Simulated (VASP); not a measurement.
Pd:

```xyz
4
Lattice="2.7505 0.0000 0.0000 -1.3753 2.3820 0.0000 0.0000 0.0000 8.9831" Properties=species:S:1:pos:R:3 pbc="T T T"
Pd    0.0000    0.0000    0.0000
Pd    0.0000    0.0000    4.4916
Pd    0.0000    1.5880    2.2458
Pd    1.3753    0.7940    6.7374
```

- Program: VASP 6.6.1
- Task: relaxation of cell and atoms
- Functional: BLYP
- Potentials or basis: VASP PAW PBE potentials, release 64 (Pd)
- Cutoff: 600 eV
- k mesh: 13 × 13 × 4
- Occupations: fermi-dirac, width 0.1 eV
- Spin: no spin polarisation

At the start: pressure 20.0 GPa; volume 14.71 Å³/atom.

Question: How do energy, volume and symmetry change on relaxing?

Answer: Over 9 steps the energy falls by 95.7 meV/atom and the volume is 16.44 Å³/atom (+11.7 %); space group P6_3/mmc (No. 194, to 0.05 Å).

Step by step:
| step | energy change (eV) | largest force (eV/Å) | pressure (GPa) | volume (Å³) |
| --- | --- | --- | --- | --- |
| 1 | 0.0000 | 0.0000 | 19.97 | 58.85 |
| 2 | 0.0842 | 0.0000 | -12.52 | 75.90 |
| 3 | -0.3815 | 0.0000 | -0.46 | 65.99 |
| 4 | -0.3818 | 0.0000 | -0.11 | 65.81 |
| 5 | -0.3817 | 0.0000 | 0.18 | 65.66 |
| 6 | -0.3823 | 0.0000 | 0.19 | 65.66 |
| 7 | -0.3826 | 0.0000 | 0.20 | 65.65 |
| 8 | -0.3826 | 0.0000 | -0.23 | 65.87 |
| 9 | -0.3827 | 0.0000 | -0.01 | 65.76 |

Final structure:
```
Pd
1.0
     2.84386    0.00000    0.00000
    -1.42193    2.46286    0.00000
     0.00000    0.00000    9.38839
Pd
4
Direct
  0.00000 0.00000 0.00000
  0.00000 0.00000 0.50000
  0.33333 0.66667 0.25000
  0.66667 0.33333 0.75000
```

Caveat: the PAW data sets were made with another functional, which shifts forces and pressure a little.
